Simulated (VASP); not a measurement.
A run of VASP 6.6.1 is set up as follows.

File INCAR:

```
SYSTEM = AgI
ALGO = Normal
EDIFF = 1E-7
EDIFFG = -0.005
ENCUT = 500
GGA = PE
GGA_COMPAT = .FALSE.
IBRION = 2
ISIF = 3
ISMEAR = -1
LASPH = .TRUE.
LCHARG = .FALSE.
LREAL = .FALSE.
LWAVE = .FALSE.
NELM = 120
NELMIN = 4
NSW = 100
PREC = Accurate
SIGMA = 0.05
```

KPOINTS

```
k-points
0
G
  10 10 6
  0 0 0
```

POSCAR

```
AgI
1.0
    4.5558582445      0.0000000000      0.0000000000
   -2.2779291223      3.9454889758      0.0000000000
    0.0000000000      0.0000000000      7.4260489385
Ag I
2 2
Direct
    0.3333333333      0.6666666667      0.0000000000
    0.6666666667      0.3333333333      0.5000000000
    0.3333333333      0.6666666667      0.3760000000
    0.6666666667      0.3333333333      0.8760000000
```

Potentials or basis: VASP PAW PBE potentials, release 64 (Ag, I).

The run is started by

```sh
$ cat potpaw_PBE.64/Ag/POTCAR potpaw_PBE.64/I/POTCAR > POTCAR
$ mpirun -np 1 vasp_std > vasp.out
```

(1) What does it give for the band gap on the k mesh?

(2) What does it give for the relaxed cell?

(3) What does it give for the relaxed volume?

Results:

(1) 1.37 eV.

(2) a = 4.686 Å, b = 4.686 Å, c = 7.647 Å, α = 90.00°, β = 90.00°, γ = 120.00°.

(3) 36.35 Å³/atom.

Caveat: spin-orbit coupling is left out, which moves the levels of the heavy elements.
